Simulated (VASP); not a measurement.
# TiN (Osbornite) (Fm-3m) in VASP: notebook, part 2 of 2

VASP 6.6.1. Earlier steps stand in the parts before.

## 3. Relaxation of cell and atoms, r2SCAN

This run uses another cell than the first one, of 9.57 Å³/atom, 1.006 times its volume.

POSCAR reads:

```
TiN
1.0
    0.0000000000      2.1232657312      2.1232657312
    2.1232657312      0.0000000000      2.1232657312
    2.1232657312      2.1232657312      0.0000000000
Ti N
1 1
Direct
    0.0000000000      0.0000000000      0.0000000000
    0.5000000000      0.5000000000      0.5000000000
```

INCAR.step1 reads:

```
SYSTEM = TiN
ALGO = Normal
EDIFF = 1E-4
ENCUT = 600
GGA = PE
ISMEAR = -1
LASPH = .True.
LCHARG = .False.
LREAL = .False.
LWAVE = .True.
NELM = 100
PREC = Accurate
SIGMA = 0.02
```

INCAR.step2 reads:

```
SYSTEM = TiN
ALGO = Normal
EDIFF = 1E-7
EDIFFG = -0.005
ENCUT = 600
IBRION = 2
ISIF = 3
ISMEAR = -1
ISTART = 1
LASPH = .True.
LCHARG = .False.
LMIXTAU = .True.
LREAL = .False.
LWAVE = .False.
METAGGA = R2SCAN
NELM = 100
NSW = 80
PREC = Accurate
SIGMA = 0.02
```

KPOINTS reads:

```
k-points
0
Gamma
  10 10 10
  0 0 0
```

Potentials or basis: VASP PAW PBE potentials, release 64 (Ti_sv, N).

The run is started by

```sh
> cat potpaw_PBE.64/Ti_sv/POTCAR potpaw_PBE.64/N/POTCAR > POTCAR
> cp INCAR.step1 INCAR
> mpirun -np 1 vasp_std > vasp.out
> cp INCAR.step2 INCAR
> mpirun -np 1 vasp_std > vasp.out
```

OUTCAR:

```text
SYSTEM = TiN
   EDIFF = 1E-7
   EDIFFG = -0.005
   ENCUT = 600
   IBRION = 2
   ISIF = 3
   ISMEAR = -1
   ISTART = 1
   LASPH = .True.
   LREAL = .False.
   METAGGA = R2SCAN
   NELM = 100
   NSW = 80
   PREC = Accurate

 ion  position               nearest neighbor table
   1  0.000  0.000  0.000-   2 2.12   2 2.12   2 2.12   2 2.12   2 2.12   2 2.12
   2  0.500  0.500  0.500-   1 2.12   1 2.12   1 2.12   1 2.12   1 2.12   1 2.12

  LATTYP: Found a face centered cubic cell.
 ALAT       =     4.2465314624

  Lattice vectors:

 A1 = (   0.0000000000,   2.1232657312,   2.1232657312)
 A2 = (   2.1232657312,   0.0000000000,   2.1232657312)
 A3 = (   2.1232657312,   2.1232657312,   0.0000000000)

Analysis of symmetry for initial positions (statically):
=====================================================================
 Subroutine PRICEL returns:
 Original cell was already a primitive cell.

 Routine SETGRP: Setting up the symmetry group for a
 face centered cubic supercell.

 Subroutine GETGRP returns: Found 48 space group operations
 (whereof 48 operations were pure point group operations)
 out of a pool of 48 trial point group operations.

The static configuration has the point symmetry O_h .

Analysis of symmetry for dynamics (positions and initial velocities):
=====================================================================
 Subroutine PRICEL returns:
 Original cell was already a primitive cell.

 Routine SETGRP: Setting up the symmetry group for a
 face centered cubic supercell.

 Subroutine GETGRP returns: Found 48 space group operations
 (whereof 48 operations were pure point group operations)
 out of a pool of 48 trial point group operations.

The dynamic configuration has the point symmetry O_h .

 Subroutine INISYM returns: Found 48 space group operations
 (whereof 48 operations are pure point group operations),
 and found     1 'primitive' translations

----------------------------------------------------------------------------------------

                                     Primitive cell

  volume of cell :      19.1445

  direct lattice vectors                    reciprocal lattice vectors
     0.000000000  2.123265731  2.123265731    -0.235486304  0.235486304  0.235486304
     2.123265731  0.000000000  2.123265731     0.235486304 -0.235486304  0.235486304
     2.123265731  2.123265731  0.000000000     0.235486304  0.235486304 -0.235486304

  length of vectors
     3.002751194  3.002751194  3.002751194     0.407874243  0.407874243  0.407874243

  position of ions in fractional coordinates (direct lattice)
     0.000000000  0.000000000  0.000000000
     0.500000000  0.500000000  0.500000000

  ion indices of the primitive-cell ions
   primitive index   ion index
                 1           1
                 2           2

----------------------------------------------------------------------------------------

 KPOINTS: k-points

Automatic generation of k-mesh.
 Grid dimensions read from file:
 generate k-points for:   10   10   10
[... 47 lines left out ...]
   number of dos      NEDOS =    301   number of ions     NIONS =      2
   total plane-waves  NPLWV =  13824
   dimension x,y,z NGX =    24 NGY =   24 NGZ =   24
   dimension x,y,z NGXF=    48 NGYF=   48 NGZF=   48
   ions per type =               1   1
   NGX,Y,Z   is equivalent  to a cutoff of  13.29, 13.29, 13.29 a.u.
   NGXF,Y,Z  is equivalent  to a cutoff of  26.57, 26.57, 26.57 a.u.
 SYSTEM =  TiN
   PREC   = accura    normal or accurate (medium, high low for compatibility)
   ISTART =      1    job   : 0-new  1-cont  2-samecut
   ICHARG =      0    charge: 1-file 2-atom 10-const
   ISPIN  =      1    spin polarized calculation?
   LNONCOLLINEAR =      F non collinear calculations
   LSORBIT =      F    spin-orbit coupling
   LASPH  =      T    aspherical Exc in radial PAW
   ENCUT  =  600.0 eV  44.10 Ry    6.64 a.u.   6.00  6.00  6.00*2*pi/ulx,y,z
   NELM   =    100;   NELMIN=  2; NELMDL=  0     # of ELM steps
   EDIFF  = 0.1E-06   stopping-criterion for ELM
   LREAL  =      F    real-space projection
   EDIFFG = -.5E-02   stopping-criterion for IOM
   NSW    =     80    number of steps for IOM
   IBRION =      2    ionic relax: 0-MD 1-quasi-New 2-CG
   NFREE  =      1    steps in history (QN), initial steepest desc. (CG)
   ISIF   =      3    stress and relaxation
   ISYM   =      2    0-nonsym 1-usesym 2-fastsym
   POTIM  = 0.5000    time-step for ionic-motion
   TEBEG  =    0.0;   TEEND  =   0.0 temperature during run
   PSTRESS=    0.0 pullay stress
   NELECT =      17.0000    total number of electrons
   NUPDOWN=      -1.0000    fix difference up-down
   EMIN   =  10.00;   EMAX   =-10.00  energy-range for DOS
   EFERMI =   0.00;   METHOD = LEGACY
   ISMEAR =    -1;   SIGMA  =   0.02  broadening in eV -4-tet -1-fermi 0-gaus
   EFERMI_NEDOS =   21; number of points for ismear=-14 and -15
   IALGO  =     38    algorithm
   IMIX   =      4    mixing-type and parameters
     AMIX     =   0.40;   BMIX     =  1.00
     AMIX_MAG =   1.60;   BMIX_MAG =  1.00
  volume/ion in A,a.u.               =       9.57        64.60
  Fermi-wavevector in a.u.,A,eV,Ry     =   1.573536  2.973553 33.688253  2.476017
  Thomas-Fermi vector in A             =   2.674806
   LORBIT       =      0    0 simple, 1 ext, 2 COOP (PROOUT), +10 PAW based schemes
   METAGGA = R2SCAN    functional components
   LHFCALC =     F    Hartree Fock is set to
   AEXX    =    0.0000 exact exchange contribution
   IVDW    =     0    specifies the selected vdW correction
   LEPSILON=     F    determine dielectric tensor
   LRPA    =     F    only Hartree local field effects (RPA)
 conjugate gradient relaxation of ions
 non-spin polarized calculation
  energy-cutoff  :      600.00
  volume of cell :       19.14
 maximum number of plane-waves:       652
   NGX = 11   NGY = 11   NGZ = 11

--------------------------------------- Ionic step        1  -------------------------------------------

 number of electron      17.0000002 magnetization

 Free energy of the ion-electron system (eV)
  ---------------------------------------------------
  ext. energy  EPLUGINS =         0.00000000
  ---------------------------------------------------
  free energy    TOTEN  =       -26.01684696 eV

  energy without entropy =      -26.01459937  energy(sigma->0) =      -26.01572316

------------------------ aborting loop because EDIFF is reached ----------------------------------------

  FORCE on cell =-STRESS in cart. coord.  units (eV):
  Direction    XX          YY          ZZ          XY          YZ          ZX
  --------------------------------------------------------------------------------------
  -------------------------------------------------------------------------------------
  Total       -0.1583283     -0.1583283     -0.1583283     -0.0000000      0.0000000      0.0000000
  in kB      -13.2503137    -13.2503137    -13.2503137     -0.0000000      0.0000000      0.0000000
  external PRESSURE =     -13.2503137 kB  Pullay stress =       0.0000000 kB
[... 59 lines left out ...]
--------------------------------------- Ionic step        3  -------------------------------------------

 number of electron      17.0000002 magnetization

 Free energy of the ion-electron system (eV)
  ---------------------------------------------------
  ext. energy  EPLUGINS =         0.00000000
  ---------------------------------------------------
  free energy    TOTEN  =       -26.01720726 eV

  energy without entropy =      -26.01496151  energy(sigma->0) =      -26.01608439

 E-fermi :  11.7970     XC(G=0): -13.8832

 val. band max:       11.5285638870   @ k =   0.4000   0.2000   0.1000
 cond. band min:      11.8040849954   @ k =  -0.4000   0.3000   0.0000
 fundamental gap:      0.2755211084
 Fermi energy:        11.7969875047

 k-point     1 :       0.0000    0.0000    0.0000
  band No.  band energies     occupation
      1     -48.6944      2.00000
      2     -23.6314      2.00000
      3     -23.6314      2.00000
      4     -23.6314      2.00000
      5      -6.6006      2.00000
      6       9.2801      2.00000
      7       9.2801      2.00000
      8       9.2801      2.00000
      9      11.0505      2.00000
     10      11.0505      2.00000
     11      11.0505      2.00000
     12      12.2552      0.00000
[... 331 lines left out ...]
 k-point    24 :       0.4000    0.3000    0.0000
  band No.  band energies     occupation
      1     -48.5896      2.00000
      2     -24.0866      2.00000
      3     -23.8080      2.00000
      4     -23.7889      2.00000
      5      -5.1332      2.00000
      6       4.8309      2.00000
      7       7.2312      2.00000
      8       7.6598      2.00000
      9       9.7189      2.00000
     10      13.4500      0.00000
     11      14.0731      0.00000
     12      14.1714      0.00000

 [... further k-points ...]
[... 5 lines left out ...]
  --------------------------------------------------------------------------------------
  -------------------------------------------------------------------------------------
  Total       -0.0006474     -0.0006474     -0.0006474      0.0000000      0.0000000      0.0000000
  in kB       -0.0544295     -0.0544295     -0.0544295      0.0000000      0.0000000      0.0000000
  external PRESSURE =      -0.0544295 kB  Pullay stress =       0.0000000 kB
[... 17 lines left out ...]
  FREE ENERGIE OF THE ION-ELECTRON SYSTEM (eV)
  ---------------------------------------------------
  free  energy   TOTEN  =       -26.0172072608 eV

  energy  without entropy=      -26.0149615100  energy(sigma->0) =      -26.01608439

 reached required accuracy - stopping structural energy minimisation
```

It took 4.5 min on 1 thread of Intel Xeon 8259CL, shared host; peak memory 0.15 GiB.

Results:

| Property | Result |
| --- | --- |
| Free energy | -26.0172 eV |
| Relaxed volume | 9.53 Å³/atom |
| Relaxed cell | a = 2.998 Å, b = 2.998 Å, c = 2.998 Å, α = 60.00°, β = 60.00°, γ = 60.00° |
| Space group after relaxing (to 0.05 Å) | Fm-3m (No. 225) |
| Energy gained by relaxing | 0.2 meV/atom |
| Ionic steps | 3 |
| Pressure after relaxing | 0.0 GPa |

The path:
```tsv
step	energy change (eV)	largest force (eV/Å)	pressure (GPa)	volume (Å³)
1	0.0000	0.0000	-1.33	19.14
2	0.0005	0.0000	2.06	18.93
3	-0.0004	0.0000	-0.01	19.06
```

Final structure:
```yaml
crystal:
  lattice:
    - [0.00000, 2.12005, 2.12005]
    - [2.12005, 0.00000, 2.12005]
    - [2.12005, 2.12005, 0.00000]
  atoms:
    - { symbol: Ti, position: [0.00000, 0.00000, 0.00000] }
    - { symbol: N, position: [0.50000, 0.50000, 0.50000] }
```

Caveat: the PAW data sets were made with another functional, which shifts forces and pressure a little.

## 4. Single point, r2SCAN

This run uses another cell than the first one, of 9.48 Å³/atom, 0.996 times its volume.

POSCAR reads:

```
TiN
1.0
    0.0000000000      2.1161426597      2.1161426597
    2.1161426597      0.0000000000      2.1161426597
    2.1161426597      2.1161426597      0.0000000000
Ti N
1 1
Direct
    0.0000000000      0.0000000000      0.0000000000
    0.5000000000      0.5000000000      0.5000000000
```

INCAR.step1 reads:

```
SYSTEM = TiN
PREC = Accurate
ENCUT = 910
ISMEAR = -1
SIGMA = 0.02
LREAL = .False.
LASPH = .True.
NELM = 120
NBANDS = 16
GGA = PE
ALGO = Normal
EDIFF = 1E-5
LWAVE = .True.
LCHARG = .False.
GGA_COMPAT = .False.
```

INCAR.step2 reads:

```
SYSTEM = TiN
PREC = Accurate
ENCUT = 910
EDIFF = 1E-6
ISMEAR = -1
SIGMA = 0.02
LREAL = .False.
LASPH = .True.
NELM = 120
ALGO = Normal
ISIF = 2
LWAVE = .False.
LCHARG = .False.
METAGGA = R2SCAN
LMIXTAU = .True.
NBANDS = 16
ISTART = 1
GGA_COMPAT = .False.
```

KPOINTS reads:

```
Automatic mesh
0
Gamma
  10 10 10
  0 0 0
```

Potentials or basis: VASP PAW PBE potentials, release 64 (Ti_sv, N_h).

The run is started by

```sh
> cat potpaw_PBE.64/Ti_sv/POTCAR potpaw_PBE.64/N_h/POTCAR > POTCAR
> cp INCAR.step1 INCAR
> mpirun -np 1 vasp_std > vasp.out
> cp INCAR.step2 INCAR
> mpirun -np 1 vasp_std > vasp.out
```

Wall time 2.5 min (1 thread of Intel Xeon 6975P-C (Granite Rapids), shared host); peak memory 0.19 GiB.

It converged, with:

```
Free energy : -26.0162 eV
Pressure    : 1.4 GPa
```

Levels at points of the mesh, in eV from the Fermi level:
| k point | band 5 | band 6 | band 7 | band 8 | band 9 | band 10 | band 11 | band 12 |
| --- | --- | --- | --- | --- | --- | --- | --- | --- |
| (0.00, 0.00, 0.00) | -18.44 | -2.53 | -2.53 | -2.53 | -0.75 | -0.75 | -0.75 | 0.46 |
| (0.50, 0.00, 0.00) | -15.98 | -8.68 | -6.08 | -6.08 | 1.62 | 1.62 | 2.33 | 5.85 |
| (0.50, 0.50, 0.00) | -17.08 | -6.42 | -3.76 | -3.76 | -3.25 | 1.55 | 2.33 | 2.33 |

Caveat: the cutoff is under 1.25 times the usual one of these potentials, so pressure, stress and relaxed cells hold a basis-set (Pulay) error; the PAW data sets were made with another functional, which shifts forces and pressure a little.

## 5. The runs side by side

```csv
task,level,potentials or basis,cell,cutoff (eV),second run,gap on the mesh (eV),pressure (GPa),relaxed volume (Å³/atom)
relaxation of cell and atoms,PBE,"VASP PAW PBE potentials, release 64 (Ti_sv, N)","relaxed from a = 2.997 Å, angles 60.0°, 2 atoms",600,-,none,0.0,9.58
relaxation of cell and atoms,r2SCAN,"VASP PAW PBE potentials, release 64 (Ti_sv, N)","relaxed from a = 3.003 Å, angles 60.0°, 2 atoms",600,-,none,0.0,9.53
single point,r2SCAN,"VASP PAW PBE potentials, release 64 (Ti_sv, N_h)","a = 2.993 Å, angles 60.0°, 2 atoms",910,hard_potentials,none,1.4,-
```

Alike in all rows: no spin polarisation; k mesh 10 × 10 × 10; smearing fermi-dirac 0.02 eV.

Caveats: the PAW data sets were made with another functional, which shifts forces and pressure a little (some runs); the cutoff is under 1.25 times the usual one of these potentials, so pressure, stress and relaxed cells hold a basis-set (Pulay) error (some runs).

Absolute energies hang on the potentials; compare differences alone.
